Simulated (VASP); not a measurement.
Here is a VASP 6.6.1 calculation.

Contents of INCAR:

```
  PREC = Accurate
  ENCUT = 520
  EDIFF = 1E-6
  ISMEAR = 0
  SIGMA = 0.15
  LREAL = F
  LASPH = T
  NELM = 100
  ALGO = Fast
  ISIF = 2
  LWAVE = F
  LCHARG = F
  GGA = PE
  NBANDS = 13
```

The input KPOINTS:

```
Automatic mesh
0
Gamma
  20 20 20
```

File POSCAR:

```
Mo
1.0
   -1.2852832727      1.7593534538      1.6960650846
    1.2852832727     -1.7593534538      1.6960650846
    1.2852832727      1.7593534538     -1.6960650846
Mo
1
Direct
    0.0000000000      0.0000000000      0.0000000000
```

Potentials or basis: VASP PAW PBE potentials, release 64 (Mo_sv).

Launch:

```bash
$ cat potpaw_PBE.64/Mo_sv/POTCAR > POTCAR
$ mpirun -np 1 vasp_std > vasp.out
```

Task: What does it give for the pressure?

Result: 18.4 GPa.

Task: What does it give for the band gap on the k mesh?

Result: Zero (band 7 reaches 17.12 eV, above the bottom of band 8 at 11.17 eV).

Stress tensor (GPa, compression positive):
```
38.69  0.00  0.00
 0.00  9.05  0.00
 0.00  0.00  7.31
```

Caveat: the cell differs from its parent crystal (strain +e along x and -e along y -0.1500, strain +e along z and -e/2 along x and y +0.0733).
